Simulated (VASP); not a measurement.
SnO2:

```
CELL_PARAMETERS angstrom
0.00000 2.59120 2.59120
2.59120 0.00000 2.59120
2.59120 2.59120 0.00000
ATOMIC_POSITIONS crystal
Sn 0.00000 0.00000 0.00000
O 0.75000 0.75000 0.75000
O 0.25000 0.25000 0.25000
```

This cell differs from its parent crystal: volume scaled by 1.02.

Base run:

* Program: VASP 6.6.1
* Functional: PBE
* Potentials or basis: VASP PAW PBE potentials, release 64 (Sn_d, O)
* Cutoff: 520 eV
* k mesh: 9 × 9 × 9
* Occupations: fermi-dirac, width 0.05 eV
* Spin: no spin polarisation

Its results: band gap on the k mesh zero (band 13 reaches 7.00 eV, above the bottom of band 14 at 6.70 eV); pressure -3.5 GPa.

**Question.** After a change of settings the same cell gave: band gap on the k mesh zero (band 13 reaches 6.69 eV, above the bottom of band 14 at 6.33 eV); pressure -14.7 GPa. Which change was it?
A. functional from PBE to PBEsol
B. further incar settings from ALGO = Normal; EDIFF = 1e-06; NBANDS = 20 to ALGO = Normal; EDIFF = 1e-07; NBANDS = 20
C. functional from PBE to PBEsol; further incar settings from ALGO = Normal; EDIFF = 1e-06; NBANDS = 20 to ALGO = Normal; EDIFF = 1e-07; NBANDS = 20
D. functional from PBE to LDA; potentials or basis from VASP PAW PBE potentials, release 64 (Sn_d, O) to VASP PAW LDA potentials, release 64 (Sn_d, O)

**Answer.** D.

Caveats: spin-orbit coupling is left out, which moves the levels of the heavy elements.
